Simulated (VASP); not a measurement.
Here is a VASP 6.6.1 calculation.

File INCAR:

```
SYSTEM = ReP
PREC = Accurate
ENCUT = 600
EDIFF = 1E-7
ISMEAR = 0
SIGMA = 0.05
LREAL = .FALSE.
LASPH = .TRUE.
NELM = 100
ALGO = Normal
ISIF = 4
LWAVE = .FALSE.
LCHARG = .FALSE.
GGA = PE
IBRION = 2
NSW = 60
EDIFFG = -0.01
```

The input KPOINTS:

```
regular mesh
0
G
  10 10 8
  0 0 0
```

POSCAR

```
ReP
1.0
    3.6577715700      0.0000000000      0.0000000000
   -1.8288857850      3.1677231009      0.0000000000
    0.0000000000      0.0000000000      5.0423436387
Re P
2 2
Direct
    0.0000000000      0.0000000000      0.0000000000
    0.0000000000      0.0000000000      0.5000000000
    0.3333333333      0.6666666667      0.2500000000
    0.6666666667      0.3333333333      0.7500000000
```

Potentials or basis: VASP PAW PBE potentials, release 64 (Re, P).

Launch:

```console
$ cat potpaw_PBE.64/Re/POTCAR potpaw_PBE.64/P/POTCAR > POTCAR
$ mpirun -np 1 vasp_std > vasp.out
```

(1) Predict the band gap on the k mesh.

Answers

(1) zero (bands 12 and 13 overlap by 1.02 eV).

Caveat: spin-orbit coupling is left out, which moves the levels of the heavy elements.
